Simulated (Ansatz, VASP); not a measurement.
# Hf: VASP beside Ansatz

File POSCAR:

```
Hf
1.0
   -1.7807434474      1.7807434474      1.7807434474
    1.7807434474     -1.7807434474      1.7807434474
    1.7807434474      1.7807434474     -1.7807434474
Hf
1
Direct
    0.0000000000      0.0000000000      0.0000000000
```

File INCAR.step1:

```
SYSTEM = Hf
PREC = Accurate
ENCUT = 520
EDIFF = 1E-5
ISMEAR = 0
SIGMA = 0.05
LREAL = .FALSE.
LASPH = .TRUE.
NELM = 100
ALGO = Normal
ISIF = 2
LWAVE = .TRUE.
LCHARG = .FALSE.
GGA = PE
NBANDS = 11
```

INCAR.step2

```
SYSTEM = Hf
PREC = Accurate
ENCUT = 520
EDIFF = 1E-6
ISMEAR = 0
SIGMA = 0.05
LREAL = .FALSE.
LASPH = .TRUE.
NELM = 100
ALGO = Normal
ISIF = 2
LWAVE = .FALSE.
LCHARG = .FALSE.
GGA = PE
LHFCALC = .TRUE.
HFSCREEN = 0.2079
PRECFOCK = Normal
ISTART = 1
NBANDS = 11
```

File KPOINTS:

```
regular mesh
0
G
  8 8 8
  0 0 0
```

Input for Ansatz:

```yaml
crystal:
  lattice:
    - [-1.7807434474, 1.7807434474, 1.7807434474]
    - [1.7807434474, -1.7807434474, 1.7807434474]
    - [1.7807434474, 1.7807434474, -1.7807434474]
  atoms:
    - { symbol: Hf, position: [0.0, 0.0, 0.0] }
basis:
  ecutwfc: 600
  ecutrho_ratio: 5
kpoints:
  mp_grid: { grid: [8, 8, 8] }
  band_path:
    path:
      - [[0.0, 0.0, 0.0], [0.5, -0.5, 0.5], [0.0, 0.0, 0.5], [0.0, 0.0, 0.0], [0.25, 0.25, 0.25], [0.5, -0.5, 0.5]]
      - [[0.25, 0.25, 0.25], [0.0, 0.0, 0.5]]
    npoints: 4
hamiltonian:
  xc: hse06
scf:
  occupations: { method: gaussian, width: 0.05 }
  n_extra_bands: 7
output:
  forces: true
  stress: true
  eigenvalues: true
  populations: true
  dos: { projected: true, de: 0.02 }
  bader: false
```

Alike in both runs: task single point; functional HSE06; k mesh 8 × 8 × 8; occupations gaussian, width 0.05 eV; no spin polarisation.

|  | VASP | Ansatz |
| --- | --- | --- |
| version | VASP 6.6.1 | Ansatz 0.2.0 |
| potentials or method | VASP PAW PBE potentials, release 64 (Hf_pv), cutoff 520 eV | scalar-relativistic, plane waves, PAW |
| valence electrons in the cell | 10 | 26 |

|  | VASP | Ansatz | Ansatz less VASP |
| --- | --- | --- | --- |
| gap on the k mesh at the Fermi level (eV) | none | none | - |
| pressure (GPa) | -2.1 | 0.0 | +2.12 |

A gap of «none» marks a metal or a gap that the smearing closes. VASP's potentials hold 10 valence electrons a cell and Ansatz's 26, so a difference there can come from the potentials and not from the codes. Ansatz's warnings: filled band counts differ across k points, stress exchange threshold loose, stress scf threshold loose.

Spin-orbit coupling is off throughout.
